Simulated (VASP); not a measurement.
Wanted: the native input for a VASP 6.6.1 run.

| Property | Result |
| --- | --- |
| Task | single point |
| Functional | PBE |
| Potentials or basis | VASP PAW PBE potentials, release 64 (Ca_sv, P, As) |
| Cutoff | 520 eV |
| k mesh | 2 × 2 × 2 |
| Occupations | gaussian, width 0.01 eV |
| Spin | no spin polarisation |
| Dipole correction | no |
| Further INCAR settings | ALGO = Normal; EDIFF = 1e-07; NBANDS = 28 |

The structure of Ca3AsP lies in POSCAR:

```
Ca3AsP
1.0
    5.3338990000      0.0000000000      0.0000000000
    0.0000000000      5.3338990000      0.0000000000
    0.0000000000      0.0000000000      5.3338990000
Ca P As
3 1 1
Direct
    0.0000000000      0.5000000000      0.5000000000
    0.5000000000      0.0000000000      0.5000000000
    0.5000000000      0.5000000000      0.0000000000
    0.5000000000      0.5000000000      0.5000000000
    0.0000000000      0.0000000000      0.0000000000
```

These files were run (other wordings do the same):

INCAR

```
SYSTEM = Ca3AsP
  PREC = Accurate
  ENCUT = 520
  EDIFF = 1E-7
  ISMEAR = 0
  SIGMA = 0.01
  LREAL = .FALSE.
  LASPH = .TRUE.
  NELM = 60
  ALGO = Normal
  ISIF = 2
  LWAVE = .FALSE.
  LCHARG = .FALSE.
  GGA = PE
  NBANDS = 28
```

KPOINTS

```
regular mesh
0
G
  2 2 2
  0 0 0
```

Potentials or basis: VASP PAW PBE potentials, release 64 (Ca_sv, P, As).

The run is started by

```sh
$ cat potpaw_PBE.64/Ca_sv/POTCAR potpaw_PBE.64/P/POTCAR potpaw_PBE.64/As/POTCAR > POTCAR
$ mpirun -np 1 vasp_std > vasp.out
```

Results of the run:

* Pressure: 0.6 GPa
* Band gap on the k mesh: 0.10 eV, direct

Caveat: the k points lie up to 0.59 Å⁻¹ apart.

Wall time 23 s on 1 thread of Intel(R) Xeon(R) Platinum 8259CL CPU @ 2.50GHz (Skylake/Cascade Lake) (shared host), peak memory 0.24 GiB.
